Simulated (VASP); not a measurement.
# LiH (Fm-3m) in VASP: notebook, part 2 of 2

VASP 6.6.1. Earlier steps stand in the parts before.

### Step 5. Single point, r2SCAN

Input file POSCAR:

```
LiH
1.0
    0.0000000000      2.0367500000      2.0367500000
    2.0367500000      0.0000000000      2.0367500000
    2.0367500000      2.0367500000      0.0000000000
Li H
1 1
Direct
    0.0000000000      0.0000000000      0.0000000000
    0.5000000000      0.5000000000      0.5000000000
```

Input file INCAR.step1:

```
PREC = Accurate
ENCUT = 520
ISMEAR = -1
SIGMA = 0.05
LREAL = F
LASPH = T
NELM = 80
NBANDS = 9
GGA = PE
ALGO = Normal
EDIFF = 1E-4
LWAVE = T
LCHARG = F
```

Input file INCAR.step2:

```
PREC = Accurate
ENCUT = 520
EDIFF = 1E-7
ISMEAR = -1
SIGMA = 0.05
LREAL = F
LASPH = T
NELM = 80
ALGO = Normal
ISIF = 2
LWAVE = F
LCHARG = T
METAGGA = R2SCAN
LMIXTAU = T
LELF = T
LVHAR = T
NBANDS = 9
ISTART = 1
```

Input file KPOINTS:

```
regular mesh
0
Gamma
  6 6 6
```

Potentials or basis: VASP PAW PBE potentials, release 64 (Li_sv, H).

Started as:

```console
cat potpaw_PBE.64/Li_sv/POTCAR potpaw_PBE.64/H/POTCAR > POTCAR
cp INCAR.step1 INCAR
mpirun -np 1 vasp_std > vasp.out
cp INCAR.step2 INCAR
mpirun -np 1 vasp_std > vasp.out
```

OUTCAR:

```text
PREC = Accurate
   ENCUT = 520
   EDIFF = 1E-7
   ISMEAR = -1
   LREAL = F
   LASPH = T
   NELM = 80
   ISIF = 2
   METAGGA = R2SCAN
   ISTART = 1

 ion  position               nearest neighbor table
   1  0.000  0.000  0.000-
   2  0.500  0.500  0.500-

  LATTYP: Found a face centered cubic cell.
 ALAT       =     4.0735000000

  Lattice vectors:

 A1 = (   0.0000000000,   2.0367500000,   2.0367500000)
 A2 = (   2.0367500000,   0.0000000000,   2.0367500000)
 A3 = (   2.0367500000,   2.0367500000,   0.0000000000)

Analysis of symmetry for initial positions (statically):
=====================================================================
 Subroutine PRICEL returns:
 Original cell was already a primitive cell.

 Routine SETGRP: Setting up the symmetry group for a
 face centered cubic supercell.

 Subroutine GETGRP returns: Found 48 space group operations
 (whereof 48 operations were pure point group operations)
 out of a pool of 48 trial point group operations.

The static configuration has the point symmetry O_h .

Analysis of symmetry for dynamics (positions and initial velocities):
[... 156 lines left out ...]

 k-point     1 :       0.0000    0.0000    0.0000
  band No.  band energies     occupation
      1     -46.1827      2.00000
      2      -5.6693      2.00000
      3      16.5717      0.00000
      4      18.4631      0.00000
      5      18.4631      0.00000
      6      18.4641      0.00000
      7      22.8242      0.00000
      8      22.8242      0.00000
      9      22.8244      0.00000
[... 169 lines left out ...]
 k-point    16 :      -0.3333    0.5000    0.1667
  band No.  band energies     occupation
      1     -46.1340      2.00000
      2      -0.5697      2.00000
      3       4.2323      0.00000
      4       7.2742      0.00000
      5      11.8541      0.00000
      6      18.2986      0.00000
      7      20.2119      0.00000
      8      29.4338      0.00000
      9      29.5229      0.00000

------------------------ aborting loop because EDIFF is reached ----------------------------------------

  FORCE on cell =-STRESS in cart. coord.  units (eV):
  Direction    XX          YY          ZZ          XY          YZ          ZX
  --------------------------------------------------------------------------------------
  -------------------------------------------------------------------------------------
  Total       -0.2151799     -0.2151799     -0.2151799      0.0000000     -0.0000000      0.0000000
  in kB      -20.4018307    -20.4018307    -20.4018307      0.0000000     -0.0000000      0.0000000
  external PRESSURE =     -20.4018307 kB  Pullay stress =       0.0000000 kB

 VOLUME and BASIS-vectors are now :
 -----------------------------------------------------------------------------
  energy-cutoff  :      520.00
  volume of cell :       16.90
      direct lattice vectors                 reciprocal lattice vectors
     0.000000000  2.036750000  2.036750000    -0.245489137  0.245489137  0.245489137
     2.036750000  0.000000000  2.036750000     0.245489137 -0.245489137  0.245489137
     2.036750000  2.036750000  0.000000000     0.245489137  0.245489137 -0.245489137

 POSITION                                       TOTAL-FORCE (eV/Angst)
 -----------------------------------------------------------------------------------
      0.00000      0.00000      0.00000        -0.000000      0.000000     -0.000000
      2.03675      2.03675      2.03675         0.000000     -0.000000      0.000000
 -----------------------------------------------------------------------------------
    total drift:                                0.000000     -0.000000     -0.000000

  FREE ENERGIE OF THE ION-ELECTRON SYSTEM (eV)
  ---------------------------------------------------
  free  energy   TOTEN  =        -6.8124005656 eV

  energy  without entropy=       -6.8124005655  energy(sigma->0) =       -6.81240057
```

Wall time 7.5 s (1 thread of Intel Xeon 6975P-C (Granite Rapids), shared host); peak memory 0.13 GiB.

Results:

```
Free energy            : -6.8124 eV
Band gap on the k mesh : 3.61 eV, direct
```

Levels at points of the mesh, in eV from the valence-band top:
```tsv
k point	band 1	band 2	band 3	band 4	band 5	band 6
(0.00, 0.00, 0.00)	-45.78	-5.27	16.97	18.87	18.87	18.87
(0.50, 0.00, 0.00)	-45.74	-2.50	5.54	14.50	17.68	17.68
(0.50, 0.50, 0.00)	-45.73	0.00	3.61	11.49	11.49	14.73
```

Caveat: the k points lie up to 0.45 Å⁻¹ apart; the cutoff is under 1.25 times the usual one of these potentials, so pressure, stress and relaxed cells hold a basis-set (Pulay) error; the PAW data sets were made with another functional, which shifts forces and pressure a little. r2SCAN opens gaps a little over a GGA but as a rule still falls short of measured ones.

### Step 6. Single point, HSE06

POSCAR is that of step 5.

Input file INCAR.step1:

```
ALGO     = Normal         # electronic algorithm
EDIFF    = 1E-5           # SCF threshold, eV
ENCUT    = 520            # plane-wave cutoff, eV
GGA      = PE             # functional
ISIF     = 2              # what is computed and relaxed
ISMEAR   = -1             # smearing method
LASPH    = True           # aspherical terms in the spheres
LREAL    = False          # projectors in reciprocal space
LWAVE    = True           # write WAVECAR
NBANDS   = 9              # bands
NELM     = 100            # most SCF steps
PREC     = Accurate       # precision mode
SIGMA    = 0.05           # smearing width, eV
```

Input file INCAR.step2:

```
ALGO     = Normal         # electronic algorithm
EDIFF    = 1E-7           # SCF threshold, eV
ENCUT    = 520            # plane-wave cutoff, eV
GGA      = PE             # functional
HFSCREEN = 0.2079         # screening, 1/A
ISIF     = 2              # what is computed and relaxed
ISMEAR   = -1             # smearing method
ISTART   = 1            
LASPH    = True           # aspherical terms in the spheres
LCHARG   = True           # write CHGCAR
LELF     = True           # ELF
LHFCALC  = True           # exact exchange
LREAL    = False          # projectors in reciprocal space
LVHAR    = True         
LWAVE    = False          # write WAVECAR
NBANDS   = 9              # bands
NELM     = 100            # most SCF steps
PREC     = Accurate       # precision mode
PRECFOCK = Normal       
SIGMA    = 0.05           # smearing width, eV
```

Input file KPOINTS:

```
k-points
0
Gamma
  6 6 6
```

Potentials or basis: VASP PAW PBE potentials, release 64 (Li_sv, H).

Started as:

```console
cat potpaw_PBE.64/Li_sv/POTCAR potpaw_PBE.64/H/POTCAR > POTCAR
cp INCAR.step1 INCAR
mpirun -np 1 vasp_std > vasp.out
cp INCAR.step2 INCAR
mpirun -np 1 vasp_std > vasp.out
```

OUTCAR:

```text
EDIFF = 1E-7
   ENCUT = 520
   GGA = PE
   HFSCREEN = 0.2079
   ISIF = 2
   ISMEAR = -1
   ISTART = 1
   LASPH = True
   LHFCALC = True
   LREAL = False
   NELM = 100
   PREC = Accurate
   PRECFOCK = Normal

 ion  position               nearest neighbor table
   1  0.000  0.000  0.000-
   2  0.500  0.500  0.500-

  LATTYP: Found a face centered cubic cell.
 ALAT       =     4.0735000000

  Lattice vectors:

 A1 = (   0.0000000000,   2.0367500000,   2.0367500000)
 A2 = (   2.0367500000,   0.0000000000,   2.0367500000)
 A3 = (   2.0367500000,   2.0367500000,   0.0000000000)

Analysis of symmetry for initial positions (statically):
=====================================================================
 Subroutine PRICEL returns:
 Original cell was already a primitive cell.

 Routine SETGRP: Setting up the symmetry group for a
 face centered cubic supercell.

 Subroutine GETGRP returns: Found 48 space group operations
 (whereof 48 operations were pure point group operations)
 out of a pool of 48 trial point group operations.

[... 165 lines left out ...]
 fundamental gap:      3.9971905707
 Fermi energy:         0.2556725199

 k-point     1 :       0.0000    0.0000    0.0000
  band No.  band energies     occupation
      1     -48.1543      2.00000
      2      -6.6837      2.00000
      3      16.4808      0.00000
      4      18.1473      0.00000
      5      18.1473      0.00000
      6      18.1473      0.00000
      7      22.6593      0.00000
      8      22.6593      0.00000
      9      22.6593      0.00000
[... 169 lines left out ...]
 k-point    16 :      -0.3333    0.5000    0.1667
  band No.  band energies     occupation
      1     -48.0998      2.00000
      2      -0.9778      2.00000
      3       4.2257      0.00000
      4       7.2842      0.00000
      5      11.7339      0.00000
      6      17.7705      0.00000
      7      19.9269      0.00000
      8      28.7910      0.00000
      9      29.2193      0.00000

------------------------ aborting loop because EDIFF is reached ----------------------------------------

  FORCE on cell =-STRESS in cart. coord.  units (eV):
  Direction    XX          YY          ZZ          XY          YZ          ZX
  --------------------------------------------------------------------------------------
  -------------------------------------------------------------------------------------
  Total       -0.2396600     -0.2396600     -0.2396600     -0.0000000      0.0000000     -0.0000000
  in kB      -22.7228562    -22.7228562    -22.7228562     -0.0000000      0.0000000     -0.0000000
  external PRESSURE =     -22.7228562 kB  Pullay stress =       0.0000000 kB

 VOLUME and BASIS-vectors are now :
 -----------------------------------------------------------------------------
  energy-cutoff  :      520.00
  volume of cell :       16.90
      direct lattice vectors                 reciprocal lattice vectors
     0.000000000  2.036750000  2.036750000    -0.245489137  0.245489137  0.245489137
     2.036750000  0.000000000  2.036750000     0.245489137 -0.245489137  0.245489137
     2.036750000  2.036750000  0.000000000     0.245489137  0.245489137 -0.245489137

 POSITION                                       TOTAL-FORCE (eV/Angst)
 -----------------------------------------------------------------------------------
      0.00000      0.00000      0.00000        -0.000000      0.000000     -0.000000
      2.03675      2.03675      2.03675         0.000000     -0.000000      0.000000
 -----------------------------------------------------------------------------------
    total drift:                               -0.000000     -0.000000     -0.000000

  FREE ENERGIE OF THE ION-ELECTRON SYSTEM (eV)
  ---------------------------------------------------
  free  energy   TOTEN  =        -6.7792343568 eV

  energy  without entropy=       -6.7792343567  energy(sigma->0) =       -6.77923436
```

Run time: 81 s. Hardware: 1 thread of Intel Xeon 6975P-C (Granite Rapids), shared host; peak memory 0.23 GiB.

What came out:

- Free energy: -6.7792 eV
- Band gap on the k mesh: 4.00 eV, direct

Levels at points of the mesh, in eV from the valence-band top:
| k point | band 1 | band 2 | band 3 | band 4 | band 5 |
| --- | --- | --- | --- | --- | --- |
| (0.00, 0.00, 0.00) | -47.34 | -5.87 | 17.30 | 18.96 | 18.96 |
| (0.50, 0.00, 0.00) | -47.30 | -2.72 | 5.83 | 14.82 | 17.56 |
| (0.50, 0.50, 0.00) | -47.29 | 0.00 | 4.00 | 11.92 | 11.92 |

Caveat: the k points lie up to 0.45 Å⁻¹ apart; the cutoff is under 1.25 times the usual one of these potentials, so pressure, stress and relaxed cells hold a basis-set (Pulay) error; the PAW data sets were made with another functional, which shifts forces and pressure a little. A k mesh can miss the band edges.

### Step 7. Overview

```csv
level,grid for exact exchange (PRECFOCK),screening parameter,gap on the mesh (eV)
PBEsol,-,-,2.78
RPBE,-,-,3.17
PBE,-,-,3.01
r2SCAN,-,-,3.61
HSE06,Normal,0.2079 1/Å,4.00
```

Alike in all rows: task single point; potentials or basis VASP PAW PBE potentials, release 64 (Li_sv, H); no spin polarisation; cell as given; k mesh 6 × 6 × 6; cutoff (eV) 520; smearing fermi-dirac 0.05 eV.

Caveats: all runs use coarse meshes; the cutoff is under 1.25 times the usual one of these potentials, so pressure, stress and relaxed cells hold a basis-set (Pulay) error; the PAW data sets were made with another functional, which shifts forces and pressure a little (some runs).

Absolute energies hang on the potentials; compare differences alone.
